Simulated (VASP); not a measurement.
Wanted: the native input for a VASP 6.6.1 run.

```
Task                   : single point
Functional             : PBE
Potentials or basis    : VASP PAW PBE potentials, release 64 (Co)
Cutoff                 : 520 eV
k mesh                 : 23 × 23 × 13
Occupations            : fermi-dirac, width 0.05 eV
Spin                   : collinear spin, ferromagnetic start
Starting moments       : [1.7, 1.7] μB
Dipole correction      : no
Further INCAR settings : ALGO = Normal; EDIFF = 1e-07; NBANDS = 20
```

The structure of Co lies in POSCAR:

```
Co
1.0
    2.4928550614      0.0000000000      0.0000000000
   -1.2464275307      2.1588758111      0.0000000000
    0.0000000000      0.0000000000      4.0324696735
Co
2
Direct
    0.3333333333      0.6666666667      0.2500000000
    0.6666666667      0.3333333333      0.7500000000
```

The input as run:

INCAR

```
SYSTEM = Co
PREC = Accurate
ENCUT = 520
EDIFF = 1E-7
ISMEAR = -1
SIGMA = 0.05
LREAL = .False.
LASPH = .True.
NELM = 150
ALGO = Normal
ISIF = 2
LWAVE = .False.
LCHARG = .True.
ISPIN = 2
MAGMOM = 1.7 1.7
LORBIT = 11
LMAXMIX = 4
GGA = PE
LELF = .True.
LVHAR = .True.
NBANDS = 20
```

KPOINTS

```
regular mesh
0
Gamma
  23 23 13
  0 0 0
```

Potentials or basis: VASP PAW PBE potentials, release 64 (Co).

The run is started by

```sh
$ cat potpaw_PBE.64/Co/POTCAR > POTCAR
$ mpirun -np 1 vasp_std > vasp.out
```

It gave:

```json
{
 "Pressure": "-0.7 GPa",
 "Net moment": "3.19 μB per cell",
 "Site moments": "Co +1.61 μB",
 "Valence electrons inside the program's atomic spheres": "Co 8.27"
}
```

Run time: 6.9 min on 1 thread of Intel Xeon 8259CL, on a shared host, peak memory 0.3 GiB.
